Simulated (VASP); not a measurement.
# Li (P6_3/mmc) in VASP: further runs, part 2 of 2

VASP 6.6.1. Earlier steps stand in the parts before.

### Step 3. Relaxation of cell and atoms, BLYP

This run uses another cell than the first one, of 21.61 Å³/atom.

File INCAR:

```
  PREC = Accurate
  ENCUT = 600
  EDIFF = 1E-7
  ISMEAR = -1
  SIGMA = 0.1
  LREAL = F
  LASPH = T
  NELM = 60
  ALGO = Normal
  ISIF = 3
  LWAVE = F
  LCHARG = F
  GGA = B5
  ALDAX = 1.0
  AGGAX = 1.0
  AGGAC = 1.0
  ALDAC = 0.0
  IBRION = 2
  NSW = 80
  EDIFFG = -0.01
```

File KPOINTS:

```
Automatic mesh
0
Gamma
  12 12 3
```

File POSCAR:

```
Li
1.0
    3.1264265076      0.0000000000      0.0000000000
   -1.5632132538      2.7075647787      0.0000000000
    0.0000000000      0.0000000000     10.2109089739
Li
4
Direct
    0.0000000000      0.0000000000      0.0000000000
    0.0000000000      0.0000000000      0.5000000000
    0.3333333333      0.6666666667      0.2500000000
    0.6666666667      0.3333333333      0.7500000000
```

Potentials or basis: VASP PAW PBE potentials, release 64 (Li_sv).

Started as:

```sh
cat potpaw_PBE.64/Li_sv/POTCAR > POTCAR
mpirun -np 1 vasp_std > vasp.out
```

OUTCAR:

```text
PREC = Accurate
   ENCUT = 600
   EDIFF = 1E-7
   ISMEAR = -1
   LREAL = F
   LASPH = T
   NELM = 60
   ISIF = 3
   GGA = B5
   IBRION = 2
   NSW = 80
   EDIFFG = -0.01

 ion  position               nearest neighbor table
   1  0.000  0.000  0.000-
   2  0.000  0.000  0.500-
   3  0.333  0.667  0.250-
   4  0.667  0.333  0.750-

  LATTYP: Found a hexagonal cell.
 ALAT       =     3.1264265076
 C/A-ratio  =     3.2660000000

  Lattice vectors:

 A1 = (   3.1264265076,   0.0000000000,   0.0000000000)
 A2 = (  -1.5632132538,   2.7075647787,   0.0000000000)
 A3 = (   0.0000000000,   0.0000000000,  10.2109089739)

Analysis of symmetry for initial positions (statically):
=====================================================================
 Subroutine PRICEL returns:
 Original cell was already a primitive cell.

 Routine SETGRP: Setting up the symmetry group for a
 hexagonal supercell.

 Subroutine GETGRP returns: Found 24 space group operations
 (whereof 12 operations were pure point group operations)
 out of a pool of 24 trial point group operations.

The static configuration has the point symmetry D_3d.
 The point group associated with its full space group is D_6h.

Analysis of symmetry for dynamics (positions and initial velocities):
=====================================================================
 Subroutine PRICEL returns:
 Original cell was already a primitive cell.

 Routine SETGRP: Setting up the symmetry group for a
 hexagonal supercell.

 Subroutine GETGRP returns: Found 24 space group operations
 (whereof 12 operations were pure point group operations)
 out of a pool of 24 trial point group operations.

The dynamic configuration has the point symmetry D_3d.
 The point group associated with its full space group is D_6h.

 Subroutine INISYM returns: Found 24 space group operations
 (whereof 12 operations are pure point group operations),
[... 128 lines left out ...]
   IVDW    =     0    specifies the selected vdW correction
   LEPSILON=     F    determine dielectric tensor
   LRPA    =     F    only Hartree local field effects (RPA)
 conjugate gradient relaxation of ions
 non-spin polarized calculation
  energy-cutoff  :      600.00
  volume of cell :       86.44
 maximum number of plane-waves:      2899
 NGX is ok and might be reduce to    28
   NGX = 13   NGY = 13   NGZ = 41

--------------------------------------- Ionic step        1  -------------------------------------------

 number of electron      11.9999985 magnetization

 Free energy of the ion-electron system (eV)
  ---------------------------------------------------
  ext. energy  EPLUGINS =         0.00000000
  ---------------------------------------------------
  free energy    TOTEN  =        -6.29130470 eV

  energy without entropy =       -6.22633408  energy(sigma->0) =       -6.25881939

------------------------ aborting loop because EDIFF is reached ----------------------------------------

  FORCE on cell =-STRESS in cart. coord.  units (eV):
  Direction    XX          YY          ZZ          XY          YZ          ZX
  --------------------------------------------------------------------------------------
  -------------------------------------------------------------------------------------
  Total       -0.5231313     -0.5231313     -0.5517545     -0.0000000      0.0000000      0.0000000
  in kB       -9.6968306     -9.6968306    -10.2273938     -0.0000000      0.0000000      0.0000000
  external PRESSURE =      -9.8736850 kB  Pullay stress =       0.0000000 kB
[... 101 lines left out ...]
--------------------------------------- Ionic step        4  -------------------------------------------

 number of electron      12.0000002 magnetization

 Free energy of the ion-electron system (eV)
  ---------------------------------------------------
  ext. energy  EPLUGINS =         0.00000000
  ---------------------------------------------------
  free energy    TOTEN  =        -6.31347004 eV

  energy without entropy =       -6.24964657  energy(sigma->0) =       -6.28155831

 E-fermi :   1.0638     XC(G=0):  -6.6983

 val. band max:        1.0352299377   @ k =   0.5000  -0.0000   0.0000
 cond. band min:       1.0791891009   @ k =   0.3333   0.1667   0.3333
 fundamental gap:      0.0439591632
 Fermi energy:         1.0638019849

 k-point     1 :       0.0000    0.0000    0.0000
  band No.  band energies     occupation
      1     -46.0907      2.00000
      2     -46.0816      2.00000
      3     -46.0812      2.00000
      4     -46.0720      2.00000
      5      -2.4616      2.00000
      6      -1.3449      2.00000
      7      -1.3440      2.00000
      8       1.0804      0.91723
      9       4.1101      0.00000
     10       9.1703      0.00000
[... 287 lines left out ...]
 k-point    24 :       0.3333   -0.0000    0.3333
  band No.  band energies     occupation
      1     -46.0768      2.00000
      2     -46.0748      2.00000
      3     -46.0695      2.00000
      4     -46.0675      2.00000
      5      -0.5743      2.00000
      6      -0.2011      1.99999
      7       1.2950      0.18033
      8       2.3925      0.00000
      9       5.0326      0.00000
     10       5.9848      0.00000

 [... further k-points ...]
[... 5 lines left out ...]
  --------------------------------------------------------------------------------------
  -------------------------------------------------------------------------------------
  Total        0.0081634      0.0081634     -0.0085070      0.0000000      0.0000000      0.0000000
  in kB        0.1646853      0.1646853     -0.1716168      0.0000000      0.0000000      0.0000000
  external PRESSURE =       0.0525846 kB  Pullay stress =       0.0000000 kB
[... 19 lines left out ...]
  FREE ENERGIE OF THE ION-ELECTRON SYSTEM (eV)
  ---------------------------------------------------
  free  energy   TOTEN  =        -6.3134700442 eV

  energy  without entropy=       -6.2496465729  energy(sigma->0) =       -6.28155831

 reached required accuracy - stopping structural energy minimisation
```

OSZICAR:

```text
N       E                     dE             d eps       ncg     rms          rms(c)
DAV:   1     0.287251997897E+02    0.28725E+02   -0.57865E+03   760   0.122E+03
[... 39 lines left out ...]
DAV:   2    -0.631368196956E+01    0.29849E-03   -0.12361E-03   938   0.392E-01    0.158E-01
DAV:   3    -0.631347505158E+01    0.20692E-03   -0.61756E-04  1444   0.167E-01    0.383E-02
DAV:   4    -0.631347525347E+01   -0.20190E-06   -0.41396E-05   890   0.764E-02    0.903E-03
DAV:   5    -0.631346868216E+01    0.65713E-05   -0.11254E-05  1246   0.325E-02    0.872E-03
DAV:   6    -0.631346969848E+01   -0.10163E-05   -0.95742E-07  1068   0.139E-02    0.431E-04
DAV:   7    -0.631347005130E+01   -0.35282E-06   -0.12561E-07   534   0.439E-03    0.290E-04
DAV:   8    -0.631347004418E+01    0.71287E-08   -0.40235E-08   436   0.249E-03
   4 F= -.63134700E+01 E0= -.62815583E+01  d E =-.221653E-01
```

Wall time 2.4 min (1 thread of AMD EPYC 9R45 (Zen 5), shared host); peak memory 0.21 GiB.

Results:

```
Free energy                           : -6.3135 eV
Relaxed volume                        : 19.85 Å³/atom
Relaxed cell                          : a = 3.041 Å, b = 3.041 Å, c = 9.917 Å, α = 90.00°, β = 90.00°, γ = 120.00°
Space group after relaxing (to 0.1 Å) : P6_3/mmc (No. 194)
Energy gained by relaxing             : 5.5 meV/atom
Ionic steps                           : 4
Pressure after relaxing               : 0.0 GPa
Band gap on the k mesh                : zero (bands 6 and 7 overlap by 4.02 eV)
```

Step by step:
| step | energy change (eV) | largest force (eV/Å) | pressure (GPa) | volume (Å³) |
| --- | --- | --- | --- | --- |
| 1 | 0.0000 | 0.0000 | -0.99 | 86.44 |
| 2 | -0.0090 | 0.0000 | -0.79 | 84.78 |
| 3 | -0.0221 | 0.0000 | -0.08 | 79.94 |
| 4 | -0.0222 | 0.0000 | 0.01 | 79.42 |

Final structure:
```yaml
crystal:
  lattice:
    - [3.04100, 0.00000, 0.00000]
    - [-1.52050, 2.63359, 0.00000]
    - [0.00000, 0.00000, 9.91665]
  atoms:
    - { symbol: Li, position: [0.00000, 0.00000, 0.00000] }
    - { symbol: Li, position: [0.00000, 0.00000, 0.50000] }
    - { symbol: Li, position: [0.33333, 0.66667, 0.25000] }
    - { symbol: Li, position: [0.66667, 0.33333, 0.75000] }
```

Levels at points of the mesh, in eV from the Fermi level:
```
           k point  band 3  band 4  band 5  band 6  band 7  band 8  band 9  band 10
(0.00, 0.00, 0.00)  -47.15  -47.14   -3.53   -2.41   -2.41    0.02    3.05     8.11
(0.50, 0.00, 0.00)  -47.13  -47.13   -0.03    0.53    0.72    1.31    3.45     3.50
```

Caveat: the cutoff is under 1.25 times the usual one of these potentials, so pressure, stress and relaxed cells hold a basis-set (Pulay) error; the PAW data sets were made with another functional, which shifts forces and pressure a little.

The gap in the log of VASP goes by the Fermi energy; the results here count the filled bands.